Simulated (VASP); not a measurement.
# Te3O7 (R-3m) in VASP: a series of runs

The runs below take Te3O7 through single point, with PBE.

All numbers are computed with VASP 6.6.1; they aren't measurements. Logs are shortened: lines on timing, memory, paths and dates and some standing lists are left out, and cuts for length are marked.

**1. The cell of the first run**

Symmetry: R-3m, No. 166, trigonal system. The conventional cell has a = 5.981 Å, b = 5.981 Å, c = 24.125 Å, α = 90.00°, β = 90.00°, γ = 120.00°. Within 2.5 Å of Te (site symmetry 3m) lie 4 O at 1.91 to 2.05 Å. Within 2.8 Å of Te (site symmetry -3m) lie 6 O at 2.11 Å. O (site symmetry -3m) has 2 Te at 2.05 Å within 2.7 Å. Within 2.5 Å of O (site symmetry m) lie 2 Te at 1.91 to 2.11 Å.

The cell was generated, and may not be a known phase.

**2. Single point, PBE**

INCAR

```
SYSTEM = Te3O7
PREC = Accurate
ENCUT = 520
EDIFF = 1E-7
ISMEAR = 0
SIGMA = 0.02
LREAL = .False.
LASPH = .True.
NELM = 100
ALGO = Normal
ISIF = 2
LWAVE = .False.
LCHARG = .False.
GGA = PE
NBANDS = 41
```

KPOINTS

```
regular mesh
0
Gamma
  6 6 6
  0 0 0
```

POSCAR

```
Te3O7
1.0
    2.9907233363      1.7266949233      8.0415022467
   -2.9907233363      1.7266949233      8.0415022467
    0.0000000000     -3.4533898466      8.0415022467
Te O
3 7
Direct
    0.4151046235      0.4151046235      0.4151046235
    0.5848953765      0.5848953765      0.5848953765
    0.0000000000      0.0000000000      0.0000000000
    0.5000000000      0.5000000000      0.5000000000
    0.2148911570      0.2148911570      0.7296068837
    0.7296068837      0.2148911570      0.2148911570
    0.2148911570      0.7296068837      0.2148911570
    0.7851088430      0.2703931163      0.7851088430
    0.2703931163      0.7851088430      0.7851088430
    0.7851088430      0.7851088430      0.2703931163
```

Potentials or basis: VASP PAW PBE potentials, release 64 (Te, O).

Run with:

```
$ cat potpaw_PBE.64/Te/POTCAR potpaw_PBE.64/O/POTCAR > POTCAR
$ mpirun -np 1 vasp_std > vasp.out
```

OUTCAR:

```text
SYSTEM = Te3O7
   PREC = Accurate
   ENCUT = 520
   EDIFF = 1E-7
   ISMEAR = 0
   LREAL = .False.
   LASPH = .True.
   NELM = 100
   ISIF = 2
   GGA = PE

 ion  position               nearest neighbor table
   1  0.415  0.415  0.415-   6 1.91   7 1.91   5 1.91   4 2.05
   2  0.585  0.585  0.585-   8 1.91   9 1.91  10 1.91   4 2.05
   3  0.000  0.000  0.000-   6 2.11   7 2.11   8 2.11   9 2.11   5 2.11  10 2.11
   4  0.500  0.500  0.500-   1 2.05   2 2.05
   5  0.215  0.215  0.730-   1 1.91   3 2.11
   6  0.730  0.215  0.215-   1 1.91   3 2.11
   7  0.215  0.730  0.215-   1 1.91   3 2.11
   8  0.785  0.270  0.785-   2 1.91   3 2.11
   9  0.270  0.785  0.785-   2 1.91   3 2.11
  10  0.785  0.785  0.270-   2 1.91   3 2.11

  LATTYP: Found a trigonal (rhomboedric) cell.
 ALAT       =     8.7516661166
 COS(alpha) =     0.7664386411

  Lattice vectors:

 A1 = (   2.9907233363,   1.7266949233,   8.0415022467)
 A2 = (  -2.9907233363,   1.7266949233,   8.0415022467)
 A3 = (   0.0000000000,  -3.4533898466,   8.0415022467)

Analysis of symmetry for initial positions (statically):
=====================================================================
 Subroutine PRICEL returns:
 Original cell was already a primitive cell.

 Routine SETGRP: Setting up the symmetry group for a
 trigonal (rhombohedral) supercell.

 Subroutine GETGRP returns: Found 12 space group operations
 (whereof 12 operations were pure point group operations)
 out of a pool of 12 trial point group operations.

The static configuration has the point symmetry D_3d.

Analysis of symmetry for dynamics (positions and initial velocities):
=====================================================================
 Subroutine PRICEL returns:
 Original cell was already a primitive cell.

 Routine SETGRP: Setting up the symmetry group for a
 trigonal (rhombohedral) supercell.

 Subroutine GETGRP returns: Found 12 space group operations
 (whereof 12 operations were pure point group operations)
 out of a pool of 12 trial point group operations.

The dynamic configuration has the point symmetry D_3d.

 Subroutine INISYM returns: Found 12 space group operations
 (whereof 12 operations are pure point group operations),
 and found     1 'primitive' translations

----------------------------------------------------------------------------------------

                                     Primitive cell

  volume of cell :     249.1611

  direct lattice vectors                    reciprocal lattice vectors
     2.990723336  1.726694923  8.041502247     0.167183635  0.096523517  0.041451625
    -2.990723336  1.726694923  8.041502247    -0.167183635  0.096523517  0.041451625
     0.000000000 -3.453389847  8.041502247     0.000000000 -0.193047034  0.041451625

  length of vectors
     8.751666117  8.751666117  8.751666117     0.197447194  0.197447194  0.197447194

  position of ions in fractional coordinates (direct lattice)
     0.415104623  0.415104623  0.415104623
     0.584895377  0.584895377  0.584895377
     0.000000000  0.000000000  0.000000000
     0.500000000  0.500000000  0.500000000
     0.214891157  0.214891157  0.729606884
     0.729606884  0.214891157  0.214891157
     0.214891157  0.729606884  0.214891157
     0.785108843  0.270393116  0.785108843
     0.270393116  0.785108843  0.785108843
     0.785108843  0.785108843  0.270393116

  ion indices of the primitive-cell ions
   primitive index   ion index
                 1           1
                 2           2
                 3           3
                 4           4
                 5           5
                 6           6
                 7           7
                 8           8
                 9           9
                10          10

----------------------------------------------------------------------------------------

 KPOINTS: regular mesh

Automatic generation of k-mesh.
 Grid dimensions read from file:
 generate k-points for:    6    6    6

 Generating k-lattice:

  Cartesian coordinates                     Fractional coordinates (reciprocal lattice)
     0.027863939  0.016087253  0.006908604     0.166666667  0.000000000  0.000000000
    -0.027863939  0.016087253  0.006908604     0.000000000  0.166666667  0.000000000
     0.000000000 -0.032174506  0.006908604     0.000000000  0.000000000  0.166666667

  Length of vectors
     0.032907866  0.032907866  0.032907866

  Shift w.r.t. Gamma in fractional coordinates (k-lattice)
     0.000000000  0.000000000  0.000000000

 Subroutine IBZKPT returns following result:
 ===========================================

 Found     32 irreducible k-points:

 Following reciprocal coordinates:
            Coordinates               Weight
  0.000000  0.000000  0.000000      1.000000
  0.166667  0.000000 -0.000000      6.000000
  0.333333  0.000000 -0.000000      6.000000
  0.500000  0.000000  0.000000      3.000000
  0.166667  0.166667 -0.000000      6.000000
  0.333333  0.166667  0.000000     12.000000
[... 16 lines left out ...]
  0.500000  0.500000  0.166667      6.000000
 -0.333333  0.500000  0.166667     12.000000
 [... further k-points ...]
   k-points           NKPTS =     32   k-points in BZ     NKDIM =     32   number of bands    NBANDS=     41
   number of dos      NEDOS =    301   number of ions     NIONS =     10
   total plane-waves  NPLWV = 343000
   dimension x,y,z NGX =    70 NGY =   70 NGZ =   70
   dimension x,y,z NGXF=   140 NGYF=  140 NGZF=  140
   ions per type =               3   7
   NGX,Y,Z   is equivalent  to a cutoff of  13.30, 13.30, 13.30 a.u.
   NGXF,Y,Z  is equivalent  to a cutoff of  26.59, 26.59, 26.59 a.u.
 SYSTEM =  Te3O7
   PREC   = accura    normal or accurate (medium, high low for compatibility)
   ISTART =      0    job   : 0-new  1-cont  2-samecut
   ICHARG =      2    charge: 1-file 2-atom 10-const
   ISPIN  =      1    spin polarized calculation?
   LNONCOLLINEAR =      F non collinear calculations
   LSORBIT =      F    spin-orbit coupling
   LASPH  =      T    aspherical Exc in radial PAW
   ENCUT  =  520.0 eV  38.22 Ry    6.18 a.u.  16.27 16.27 16.27*2*pi/ulx,y,z
   NELM   =    100;   NELMIN=  2; NELMDL= -5     # of ELM steps
   EDIFF  = 0.1E-06   stopping-criterion for ELM
   LREAL  =      F    real-space projection
   EDIFFG = 0.1E-05   stopping-criterion for IOM
   NSW    =      0    number of steps for IOM
   IBRION =     -1    ionic relax: 0-MD 1-quasi-New 2-CG
   NFREE  =      0    steps in history (QN), initial steepest desc. (CG)
   ISIF   =      2    stress and relaxation
   ISYM   =      2    0-nonsym 1-usesym 2-fastsym
   POTIM  = 0.5000    time-step for ionic-motion
   TEBEG  =    0.0;   TEEND  =   0.0 temperature during run
   PSTRESS=    0.0 pullay stress
   NELECT =      60.0000    total number of electrons
   NUPDOWN=      -1.0000    fix difference up-down
   EMIN   =  10.00;   EMAX   =-10.00  energy-range for DOS
   EFERMI =   0.00;   METHOD = LEGACY
   ISMEAR =     0;   SIGMA  =   0.02  broadening in eV -4-tet -1-fermi 0-gaus
   EFERMI_NEDOS =   21; number of points for ismear=-14 and -15
   IALGO  =     38    algorithm
   IMIX   =      4    mixing-type and parameters
     AMIX     =   0.40;   BMIX     =  1.00
     AMIX_MAG =   1.60;   BMIX_MAG =  1.00
  volume/ion in A,a.u.               =      24.92       168.14
  Fermi-wavevector in a.u.,A,eV,Ry     =   1.018510  1.924704 14.114166  1.037362
  Thomas-Fermi vector in A             =   2.151971
   LORBIT       =      0    0 simple, 1 ext, 2 COOP (PROOUT), +10 PAW based schemes
   GGA     = PE    functional components
   LHFCALC =     F    Hartree Fock is set to
   AEXX    =    0.0000 exact exchange contribution
   IVDW    =     0    specifies the selected vdW correction
   LEPSILON=     F    determine dielectric tensor
   LRPA    =     F    only Hartree local field effects (RPA)
 non-spin polarized calculation
 Gauss-broadening in eV      SIGMA  =   0.02
  energy-cutoff  :      520.00
  volume of cell :      249.16
 maximum number of plane-waves:      6730
 NGX is ok and might be reduce to    70
   NGX = 33   NGY = 33   NGZ = 33

 number of electron      60.0000002 magnetization

 Free energy of the ion-electron system (eV)
  ---------------------------------------------------
  ext. energy  EPLUGINS =         0.00000000
  ---------------------------------------------------
  free energy    TOTEN  =       -51.84110013 eV

  energy without entropy =      -51.84078390  energy(sigma->0) =      -51.84094201

 E-fermi :   0.6798     XC(G=0):  -6.9116

 val. band max:        0.6797600395   @ k =  -0.1667   0.1667   0.0000
 cond. band min:       0.7729809902   @ k =  -0.1667   0.1667   0.0000
 fundamental gap:      0.0932209507
 Fermi energy:         0.6798002863

 k-point     1 :       0.0000    0.0000    0.0000
  band No.  band energies     occupation
      1     -19.5499      2.00000
      2     -18.9020      2.00000
      3     -17.8095      2.00000
      4     -17.7085      2.00000
      5     -17.7085      2.00000
      6     -17.4340      2.00000
[... 33 lines left out ...]
     40       7.5538      0.00000
     41       7.5538      0.00000

 k-point     2 :       0.1667    0.0000   -0.0000
  band No.  band energies     occupation
      1     -19.4822      2.00000
      2     -18.8719      2.00000
      3     -17.9752      2.00000
      4     -17.7108      2.00000
      5     -17.6702      2.00000
      6     -17.5072      2.00000
[... 33 lines left out ...]
     40       7.3301      0.00000
     41       7.3555      0.00000

 k-point     3 :       0.3333    0.0000   -0.0000
  band No.  band energies     occupation
      1     -19.2933      2.00000
      2     -18.8452      2.00000
      3     -18.2314      2.00000
      4     -17.7154      2.00000
      5     -17.6822      2.00000
      6     -17.6472      2.00000
[... 875 lines left out ...]
      2     -18.9737      2.00000
      3     -18.2095      2.00000
      4     -17.7303      2.00000
      5     -17.7158      2.00000
      6     -17.5520      2.00000
[... 33 lines left out ...]
     40       6.8181      0.00000
     41       7.3307      0.00000

 k-point    24 :      -0.3333    0.5000    0.1667
  band No.  band energies     occupation
      1     -19.0595      2.00000
      2     -18.9504      2.00000
      3     -18.4207      2.00000
      4     -17.7756      2.00000
      5     -17.6923      2.00000
      6     -17.5566      2.00000
[... 33 lines left out ...]
     40       6.7760      0.00000
     41       7.4199      0.00000

 [... further k-points ...]
[... 5 lines left out ...]
  --------------------------------------------------------------------------------------
  -------------------------------------------------------------------------------------
  Total       -0.1764645     -0.1764645     -0.4716687      0.0000000      0.0000000      0.0000000
  in kB       -1.1347173     -1.1347173     -3.0329650      0.0000000      0.0000000      0.0000000
  external PRESSURE =      -1.7674665 kB  Pullay stress =       0.0000000 kB

 VOLUME and BASIS-vectors are now :
 -----------------------------------------------------------------------------
  energy-cutoff  :      520.00
  volume of cell :      249.16
      direct lattice vectors                 reciprocal lattice vectors
     2.990723336  1.726694923  8.041502247     0.167183635  0.096523517  0.041451625
    -2.990723336  1.726694923  8.041502247    -0.167183635  0.096523517  0.041451625
     0.000000000 -3.453389847  8.041502247     0.000000000 -0.193047034  0.041451625

 POSITION                                       TOTAL-FORCE (eV/Angst)
 -----------------------------------------------------------------------------------
      0.00000      0.00000     10.01419         0.000000      0.000000      0.080509
      0.00000      0.00000     14.11031         0.000000      0.000000     -0.080509
      0.00000      0.00000      0.00000         0.000000      0.000000     -0.000000
      0.00000      0.00000     12.06225         0.000000      0.000000     -0.000000
      0.00000     -1.77751      9.32323         0.000000     -0.067668     -0.046312
      1.53937      0.88876      9.32323         0.058602      0.033834     -0.046312
     -1.53937      0.88876      9.32323        -0.058602      0.033834     -0.046312
      1.53937     -0.88876     14.80128         0.058602     -0.033834      0.046312
     -1.53937     -0.88876     14.80128        -0.058602     -0.033834      0.046312
      0.00000      1.77751     14.80128         0.000000      0.067668      0.046312
 -----------------------------------------------------------------------------------
    total drift:                                0.000000      0.000000     -0.000000

  FREE ENERGIE OF THE ION-ELECTRON SYSTEM (eV)
  ---------------------------------------------------
  free  energy   TOTEN  =       -51.8411001275 eV

  energy  without entropy=      -51.8407838956  energy(sigma->0) =      -51.84094201
```

It took 28 min on 1 thread of Intel Xeon 6975P-C (Granite Rapids), shared host; peak memory 0.81 GiB.

Results:

| Item | Value |
| --- | --- |
| Free energy | -51.8411 eV |
| Pressure | -0.2 GPa |
| Largest force | 0.082 eV/Å |
| Band gap on the k mesh | zero (bands 30 and 31 overlap by 0.04 eV) |

Forces in eV/Å, atoms in the order of the input:
```
Te   0.000  0.000  0.081
Te   0.000  0.000 -0.081
Te   0.000  0.000  0.000
O    0.000  0.000  0.000
O    0.000 -0.068 -0.046
O    0.059  0.034 -0.046
O   -0.059  0.034 -0.046
O    0.059 -0.034  0.046
O   -0.059 -0.034  0.046
O    0.000  0.068  0.046
```

Stress tensor (GPa, compression positive):
```
-0.11  0.00  0.00
 0.00 -0.11  0.00
 0.00  0.00 -0.30
```

Levels at points of the mesh, in eV from the Fermi level:
```csv
k point,band 26,band 27,band 28,band 29,band 30,band 31,band 32,band 33,band 34,band 35
"(0.00, 0.00, 0.00)",-2.08,-2.02,-2.02,-1.78,-1.01,1.24,2.38,2.38,3.64,3.98
"(0.50, 0.00, 0.00)",-2.43,-2.31,-2.08,-1.87,-1.36,1.31,2.76,2.90,3.96,4.60
"(0.50, 0.50, 0.00)",-2.34,-2.29,-2.01,-1.93,-0.40,-0.04,3.39,3.42,4.06,4.13
"(0.50, 0.50, 0.50)",-2.22,-2.08,-1.92,-1.92,-1.78,1.85,1.85,2.50,2.66,4.60
```

Caveat: spin-orbit coupling is left out, which moves the levels of the heavy elements.

(Part 1 of 2 ends here.)

The gap in the log of VASP goes by the Fermi energy; the results here count the filled bands.